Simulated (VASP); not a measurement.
A run of VASP 6.6.1:

The input INCAR:

```
SYSTEM = Al3GaN4
PREC = Accurate ; ENCUT = 520
EDIFF = 1E-6 ; ISMEAR = 0
SIGMA = 0.02 ; LREAL = .FALSE.
LASPH = .TRUE. ; NELM = 60
ALGO = Normal ; ISIF = 2
LWAVE = .FALSE. ; LCHARG = .FALSE.
GGA = PS ; IBRION = 2
NSW = 60 ; EDIFFG = -0.008
KPAR = 2
```

The input KPOINTS:

```
Automatic mesh
0
G
  6 8 4
  0 0 0
```

File POSCAR:

```
Al3GaN4
1.0
    5.0434080196      0.0000000000     -0.0000869255
    0.0000000000      3.1300738974      0.0000000000
   -0.0032061021      0.0000000000      5.5805317818
Al Ga N
3 1 4
Direct
    0.5008271294      0.5000000000      0.1669838422
    0.0014243779      0.5000000000      0.8351199139
    0.0016721452      0.0000000000      0.3321731698
    0.5003049097      0.0000000000      0.6656559823
    0.1107482086      0.0000000000      0.6649815437
    0.1217005537      0.5000000000      0.1657784306
    0.6243250027      0.5000000000      0.8415612523
    0.6225966730      0.0000000000      0.3277468651
```

Potentials or basis: VASP PAW PBE potentials, release 64 (Al, Ga_d, N).

Command:

```sh
$ cat potpaw_PBE.64/Al/POTCAR potpaw_PBE.64/Ga_d/POTCAR potpaw_PBE.64/N/POTCAR > POTCAR
$ mpirun -np 2 vasp_std > vasp.out
```

Hardware: 2 MPI ranks on Intel(R) Xeon(R) Platinum 8259CL CPU @ 2.50GHz (Skylake/Cascade Lake) (shared host).

Estimate the wall time of this run.

Run time: 3.2 min on 2 MPI ranks on Intel(R) Xeon(R) Platinum 8259CL CPU @ 2.50GHz (Skylake/Cascade Lake), with other jobs on the host, peak memory 0.29 GiB a rank. Counts: scf iterations 43, k points 70, ion steps 9.
